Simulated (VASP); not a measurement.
# AsAu (zincblende type) (F-43m) in VASP: a series of runs, part 2 of 2

VASP 6.6.1. The steps go on from the part before.

### 3 Single point, PBE (24.41 Å³/atom)

This run uses another cell than the first one, of 24.41 Å³/atom.

File INCAR:

```
SYSTEM = AsAu
ALGO = Normal
EDIFF = 1E-7
ENCUT = 520
GGA = PE
ISIF = 2
ISMEAR = -1
LASPH = .True.
LCHARG = .True.
LELF = .True.
LREAL = .False.
LVHAR = .True.
LWAVE = .False.
NBANDS = 15
NELM = 80
PREC = Accurate
SIGMA = 0.08
```

File KPOINTS:

```
k-points
0
Gamma
  11 11 11
  0 0 0
```

File POSCAR:

```
AsAu
1.0
    0.0000000000      2.9006844730      2.9006844730
    2.9006844730      0.0000000000      2.9006844730
    2.9006844730      2.9006844730      0.0000000000
Au As
1 1
Direct
    0.0000000000      0.0000000000      0.0000000000
    0.2500000000      0.2500000000      0.2500000000
```

Potentials or basis: VASP PAW PBE potentials, release 64 (Au, As).

On the command line:

```bash
cat potpaw_PBE.64/Au/POTCAR potpaw_PBE.64/As/POTCAR > POTCAR
mpirun -np 1 vasp_std > vasp.out
```

OUTCAR:

```text
SYSTEM = AsAu
   EDIFF = 1E-7
   ENCUT = 520
   GGA = PE
   ISIF = 2
   ISMEAR = -1
   LASPH = .True.
   LREAL = .False.
   NELM = 80
   PREC = Accurate

 ion  position               nearest neighbor table
   1  0.000  0.000  0.000-   2 2.51   2 2.51   2 2.51   2 2.51
   2  0.250  0.250  0.250-   1 2.51   1 2.51   1 2.51   1 2.51

  LATTYP: Found a face centered cubic cell.
 ALAT       =     5.8013689460

  Lattice vectors:

 A1 = (   0.0000000000,   2.9006844730,   2.9006844730)
 A2 = (   2.9006844730,   0.0000000000,   2.9006844730)
 A3 = (   2.9006844730,   2.9006844730,   0.0000000000)

Analysis of symmetry for initial positions (statically):
=====================================================================
 Subroutine PRICEL returns:
 Original cell was already a primitive cell.

 Routine SETGRP: Setting up the symmetry group for a
 face centered cubic supercell.

 Subroutine GETGRP returns: Found 24 space group operations
 (whereof 24 operations were pure point group operations)
 out of a pool of 48 trial point group operations.

The static configuration has the point symmetry T_d .

Analysis of symmetry for dynamics (positions and initial velocities):
=====================================================================
 Subroutine PRICEL returns:
 Original cell was already a primitive cell.

 Routine SETGRP: Setting up the symmetry group for a
 face centered cubic supercell.

 Subroutine GETGRP returns: Found 24 space group operations
 (whereof 24 operations were pure point group operations)
 out of a pool of 48 trial point group operations.

The dynamic configuration has the point symmetry T_d .

 Subroutine INISYM returns: Found 24 space group operations
 (whereof 24 operations are pure point group operations),
 and found     1 'primitive' translations

----------------------------------------------------------------------------------------

                                     Primitive cell

  volume of cell :      48.8125

  direct lattice vectors                    reciprocal lattice vectors
     0.000000000  2.900684473  2.900684473    -0.172373109  0.172373109  0.172373109
     2.900684473  0.000000000  2.900684473     0.172373109 -0.172373109  0.172373109
     2.900684473  2.900684473  0.000000000     0.172373109  0.172373109 -0.172373109

  length of vectors
     4.102187322  4.102187322  4.102187322     0.298558982  0.298558982  0.298558982

  position of ions in fractional coordinates (direct lattice)
     0.000000000  0.000000000  0.000000000
     0.250000000  0.250000000  0.250000000

  ion indices of the primitive-cell ions
   primitive index   ion index
                 1           1
                 2           2

----------------------------------------------------------------------------------------

 KPOINTS: k-points

Automatic generation of k-mesh.
 Grid dimensions read from file:
 generate k-points for:   11   11   11

 Generating k-lattice:

  Cartesian coordinates                     Fractional coordinates (reciprocal lattice)
    -0.015670283  0.015670283  0.015670283     0.090909091  0.000000000  0.000000000
     0.015670283 -0.015670283  0.015670283     0.000000000  0.090909091  0.000000000
     0.015670283  0.015670283 -0.015670283     0.000000000  0.000000000  0.090909091

  Length of vectors
     0.027141726  0.027141726  0.027141726

  Shift w.r.t. Gamma in fractional coordinates (k-lattice)
     0.000000000  0.000000000  0.000000000

 Subroutine IBZKPT returns following result:
 ===========================================

 Found     56 irreducible k-points:

 Following reciprocal coordinates:
            Coordinates               Weight
  0.000000  0.000000  0.000000      1.000000
  0.090909  0.000000  0.000000      8.000000
  0.181818  0.000000  0.000000      8.000000
  0.272727  0.000000  0.000000      8.000000
  0.363636  0.000000  0.000000      8.000000
  0.454545  0.000000  0.000000      8.000000
[... 16 lines left out ...]
 -0.272727  0.181818  0.000000     24.000000
 -0.181818  0.181818  0.000000     12.000000
 [... further k-points ...]
   k-points           NKPTS =     56   k-points in BZ     NKDIM =     56   number of bands    NBANDS=     15
   number of dos      NEDOS =    301   number of ions     NIONS =      2
   total plane-waves  NPLWV =  32768
   dimension x,y,z NGX =    32 NGY =   32 NGZ =   32
   dimension x,y,z NGXF=    64 NGYF=   64 NGZF=   64
   ions per type =               1   1
   NGX,Y,Z   is equivalent  to a cutoff of  12.97, 12.97, 12.97 a.u.
   NGXF,Y,Z  is equivalent  to a cutoff of  25.94, 25.94, 25.94 a.u.
 SYSTEM =  AsAu
   PREC   = accura    normal or accurate (medium, high low for compatibility)
   ISTART =      0    job   : 0-new  1-cont  2-samecut
   ICHARG =      2    charge: 1-file 2-atom 10-const
   ISPIN  =      1    spin polarized calculation?
   LNONCOLLINEAR =      F non collinear calculations
   LSORBIT =      F    spin-orbit coupling
   LASPH  =      T    aspherical Exc in radial PAW
   ENCUT  =  520.0 eV  38.22 Ry    6.18 a.u.   7.63  7.63  7.63*2*pi/ulx,y,z
   NELM   =     80;   NELMIN=  2; NELMDL= -5     # of ELM steps
   EDIFF  = 0.1E-06   stopping-criterion for ELM
   LREAL  =      F    real-space projection
   EDIFFG = 0.1E-05   stopping-criterion for IOM
   NSW    =      0    number of steps for IOM
   IBRION =     -1    ionic relax: 0-MD 1-quasi-New 2-CG
   NFREE  =      0    steps in history (QN), initial steepest desc. (CG)
   ISIF   =      2    stress and relaxation
   ISYM   =      2    0-nonsym 1-usesym 2-fastsym
   POTIM  = 0.5000    time-step for ionic-motion
   TEBEG  =    0.0;   TEEND  =   0.0 temperature during run
   PSTRESS=    0.0 pullay stress
   NELECT =      16.0000    total number of electrons
   NUPDOWN=      -1.0000    fix difference up-down
   EMIN   =  10.00;   EMAX   =-10.00  energy-range for DOS
   EFERMI =   0.00;   METHOD = LEGACY
   ISMEAR =    -1;   SIGMA  =   0.08  broadening in eV -4-tet -1-fermi 0-gaus
   EFERMI_NEDOS =   21; number of points for ismear=-14 and -15
   IALGO  =     38    algorithm
   IMIX   =      4    mixing-type and parameters
     AMIX     =   0.40;   BMIX     =  1.00
     AMIX_MAG =   1.60;   BMIX_MAG =  1.00
  volume/ion in A,a.u.               =      24.41       164.70
  Fermi-wavevector in a.u.,A,eV,Ry     =   1.128767  2.133060 17.335389  1.274115
  Thomas-Fermi vector in A             =   2.265458
   LORBIT       =      0    0 simple, 1 ext, 2 COOP (PROOUT), +10 PAW based schemes
   GGA     = PE    functional components
   LHFCALC =     F    Hartree Fock is set to
   AEXX    =    0.0000 exact exchange contribution
   IVDW    =     0    specifies the selected vdW correction
   LEPSILON=     F    determine dielectric tensor
   LRPA    =     F    only Hartree local field effects (RPA)
 non-spin polarized calculation
  energy-cutoff  :      520.00
  volume of cell :       48.81
 maximum number of plane-waves:      1363
   NGX = 15   NGY = 15   NGZ = 15

 number of electron      16.0000000 magnetization

 Free energy of the ion-electron system (eV)
  ---------------------------------------------------
  ext. energy  EPLUGINS =         0.00000000
  ---------------------------------------------------
  free energy    TOTEN  =        -7.45215426 eV

  energy without entropy =       -7.42448322  energy(sigma->0) =       -7.43831874

 E-fermi :   4.3768     XC(G=0):  -9.7851

 val. band max:        4.3603588039   @ k =  -0.1818   0.1818   0.0000
 cond. band min:       4.3816978492   @ k =  -0.2727   0.3636   0.0909
 fundamental gap:      0.0213390454
 Fermi energy:         4.3767739301

 k-point     1 :       0.0000    0.0000    0.0000
  band No.  band energies     occupation
      1      -7.8015      2.00000
      2      -1.2863      2.00000
      3      -1.2863      2.00000
      4      -1.2863      2.00000
      5       0.0623      2.00000
      6       0.0623      2.00000
      7       6.0756      0.00000
      8       7.0826      0.00000
      9       7.0826      0.00000
     10       7.0826      0.00000
     11      10.8421      0.00000
     12      10.8421      0.00000
     13      10.8421      0.00000
     14      14.2415      0.00000
     15      17.0670      0.00000
[... 397 lines left out ...]
 k-point    24 :      -0.1818    0.1818    0.0000
  band No.  band energies     occupation
      1      -7.2115      2.00000
      2      -1.3370      2.00000
      3      -1.0617      2.00000
      4      -1.0384      2.00000
      5      -0.0235      2.00000
      6       0.1491      2.00000
      7       3.1148      2.00000
      8       4.3604      1.10224
      9       6.2104      0.00000
     10       8.6909      0.00000
     11      11.0209      0.00000
     12      11.6107      0.00000
     13      11.8520      0.00000
     14      14.9333      0.00000
     15      16.9158      0.00000

 [... further k-points ...]
[... 5 lines left out ...]
  --------------------------------------------------------------------------------------
  -------------------------------------------------------------------------------------
  Total        0.4441241      0.4441241      0.4441241     -0.0000000     -0.0000000      0.0000000
  in kB       14.5775121     14.5775121     14.5775121     -0.0000000     -0.0000000      0.0000000
  external PRESSURE =      14.5775121 kB  Pullay stress =       0.0000000 kB

 VOLUME and BASIS-vectors are now :
 -----------------------------------------------------------------------------
  energy-cutoff  :      520.00
  volume of cell :       48.81
      direct lattice vectors                 reciprocal lattice vectors
     0.000000000  2.900684473  2.900684473    -0.172373109  0.172373109  0.172373109
     2.900684473  0.000000000  2.900684473     0.172373109 -0.172373109  0.172373109
     2.900684473  2.900684473  0.000000000     0.172373109  0.172373109 -0.172373109

 POSITION                                       TOTAL-FORCE (eV/Angst)
 -----------------------------------------------------------------------------------
      0.00000      0.00000      0.00000        -0.000000     -0.000000     -0.000000
      1.45034      1.45034      1.45034         0.000000      0.000000      0.000000
 -----------------------------------------------------------------------------------
    total drift:                               -0.000000     -0.000000     -0.000000

  FREE ENERGIE OF THE ION-ELECTRON SYSTEM (eV)
  ---------------------------------------------------
  free  energy   TOTEN  =        -7.4521542627 eV

  energy  without entropy=       -7.4244832159  energy(sigma->0) =       -7.43831874
```

stdout:

```text
POSCAR found type information on POSCAR AuAs
 POSCAR found :  2 types and       2 ions
 scaLAPACK will be used
 LDA part: xc-table for (Slater+PW92), standard interpolation
 POSCAR, INCAR and KPOINTS ok, starting setup
 FFT: planning ... GRIDC
 FFT: planning ... GRID_SOFT
 FFT: planning ... GRID
 WAVECAR not read
 entering main loop
```

It took 56 s on 1 thread of Intel Xeon 8259CL, shared host; peak memory 0.2 GiB.

What came out:

- Free energy: -7.4522 eV
- Pressure: 1.5 GPa
- Band gap on the k mesh: zero (bands 8 and 9 overlap by 3.72 eV)

Levels at points of the mesh, in eV from the Fermi level:
```
           k point  band 4  band 5  band 6  band 7  band 8  band 9  band 10  band 11  band 12  band 13
(0.00, 0.00, 0.00)   -5.66   -4.31   -4.31    1.70    2.71    2.71     2.71     6.47     6.47     6.47
```

Caveat: spin-orbit coupling is left out, which moves the levels of the heavy elements.

### 4 Single point, PBE

This run uses another cell than the first one, of 24.90 Å³/atom.

File INCAR:

```
SYSTEM = AsAu
PREC = Accurate
ENCUT = 520
EDIFF = 1E-6
ISMEAR = -1
SIGMA = 0.08
LREAL = .False.
LASPH = .True.
NELM = 60
ALGO = Normal
ISIF = 2
LWAVE = .False.
LCHARG = .False.
GGA = PE
NBANDS = 15
```

File KPOINTS:

```
Automatic mesh
0
Gamma
  11 11 11
  0 0 0
```

File POSCAR:

```
AsAu
1.0
    0.0000000000      2.9202842869      2.9202842869
    2.9202842869      0.0000000000      2.9202842869
    2.9202842869      2.9202842869      0.0000000000
Au As
1 1
Direct
    0.0000000000      0.0000000000      0.0000000000
    0.2500000000      0.2500000000      0.2500000000
```

On the command line:

```bash
cat potpaw_PBE.64/Au/POTCAR potpaw_PBE.64/As/POTCAR > POTCAR
mpirun -np 1 vasp_std > vasp.out
```

Wall time 46 s (1 thread of Intel Xeon 8259CL, shared host); peak memory 0.2 GiB.

The run converged. Its results:

* Free energy: -7.4566 eV
* Pressure: -0.1 GPa
* Band gap on the k mesh: zero (bands 8 and 9 overlap by 3.60 eV)

Levels at points of the mesh, in eV from the Fermi level:
| k point | band 6 | band 7 | band 8 | band 9 | band 10 | band 11 |
| --- | --- | --- | --- | --- | --- | --- |
| (0.00, 0.00, 0.00) | -4.23 | 1.60 | 2.62 | 2.62 | 2.62 | 6.44 |

Caveat: spin-orbit coupling is left out, which moves the levels of the heavy elements.

### 5 Single point, PBE (25.40 Å³/atom)

This run uses another cell than the first one, of 25.40 Å³/atom.

File INCAR:

```
PREC = Accurate
ENCUT = 520
EDIFF = 1E-7
ISMEAR = -1
SIGMA = 0.08
LREAL = False
LASPH = True
NELM = 100
ALGO = Normal
ISIF = 2
LWAVE = False
LCHARG = False
GGA = PE
NBANDS = 15
```

File KPOINTS:

```
Automatic mesh
0
Gamma
  11 11 11
```

File POSCAR:

```
AsAu
1.0
    0.0000000000      2.9396244816      2.9396244816
    2.9396244816      0.0000000000      2.9396244816
    2.9396244816      2.9396244816      0.0000000000
Au As
1 1
Direct
    0.0000000000      0.0000000000      0.0000000000
    0.2500000000      0.2500000000      0.2500000000
```

Potentials or basis: VASP PAW PBE potentials, release 64 (Au, As).

On the command line:

```bash
cat potpaw_PBE.64/Au/POTCAR potpaw_PBE.64/As/POTCAR > POTCAR
mpirun -np 1 vasp_std > vasp.out
```

OUTCAR:

```text
PREC = Accurate
   ENCUT = 520
   EDIFF = 1E-7
   ISMEAR = -1
   LREAL = False
   LASPH = True
   NELM = 100
   ISIF = 2
   GGA = PE

 ion  position               nearest neighbor table
   1  0.000  0.000  0.000-   2 2.55   2 2.55   2 2.55   2 2.55
   2  0.250  0.250  0.250-   1 2.55   1 2.55   1 2.55   1 2.55

  LATTYP: Found a face centered cubic cell.
 ALAT       =     5.8792489632

  Lattice vectors:

 A1 = (   0.0000000000,   2.9396244816,   2.9396244816)
 A2 = (   2.9396244816,   0.0000000000,   2.9396244816)
 A3 = (   2.9396244816,   2.9396244816,   0.0000000000)
[... 607 lines left out ...]
     11      10.5069      0.00000
     12      11.1050      0.00000
     13      11.3425      0.00000
     14      14.3955      0.00000
     15      16.2588      0.00000

 [... further k-points ...]
[... 5 lines left out ...]
  --------------------------------------------------------------------------------------
  -------------------------------------------------------------------------------------
  Total       -0.4483869     -0.4483869     -0.4483869     -0.0000000      0.0000000     -0.0000000
  in kB      -14.1402760    -14.1402760    -14.1402760     -0.0000000      0.0000000     -0.0000000
  external PRESSURE =     -14.1402760 kB  Pullay stress =       0.0000000 kB

 VOLUME and BASIS-vectors are now :
 -----------------------------------------------------------------------------
  energy-cutoff  :      520.00
  volume of cell :       50.80
      direct lattice vectors                 reciprocal lattice vectors
     0.000000000  2.939624482  2.939624482    -0.170089752  0.170089752  0.170089752
     2.939624482  0.000000000  2.939624482     0.170089752 -0.170089752  0.170089752
     2.939624482  2.939624482  0.000000000     0.170089752  0.170089752 -0.170089752

 POSITION                                       TOTAL-FORCE (eV/Angst)
 -----------------------------------------------------------------------------------
      0.00000      0.00000      0.00000         0.000000      0.000000      0.000000
      1.46981      1.46981      1.46981        -0.000000     -0.000000     -0.000000
 -----------------------------------------------------------------------------------
    total drift:                                0.000000      0.000000      0.000000

  FREE ENERGIE OF THE ION-ELECTRON SYSTEM (eV)
  ---------------------------------------------------
  free  energy   TOTEN  =        -7.4521549746 eV

  energy  without entropy=       -7.4225878068  energy(sigma->0) =       -7.43737139
```

Run time: 53 s. Hardware: 1 thread of Intel Xeon 8259CL, shared host; peak memory 0.2 GiB.

What came out:

```
Free energy            : -7.4522 eV
Pressure               : -1.4 GPa
Band gap on the k mesh : zero (bands 8 and 9 overlap by 3.49 eV)
```

Caveat: spin-orbit coupling is left out, which moves the levels of the heavy elements.

### 6 Summary

```tsv
cell	gap on the mesh (eV)	pressure (GPa)
a = 4.046 Å, angles 60.0°, 2 atoms	none	5.1
a = 4.102 Å, angles 60.0°, 2 atoms	none	1.5
a = 4.130 Å, angles 60.0°, 2 atoms	none	-0.1
a = 4.157 Å, angles 60.0°, 2 atoms	none	-1.4
```

Alike in all rows: task single point; level PBE; potentials or basis VASP PAW PBE potentials, release 64 (Au, As); no spin polarisation; k mesh 11 × 11 × 11; cutoff (eV) 520; smearing fermi-dirac 0.08 eV.

Caveats: spin-orbit coupling is left out, which moves the levels of the heavy elements; the cell stands under pressure (at least some runs).

Absolute energies hang on the potentials; compare differences alone.
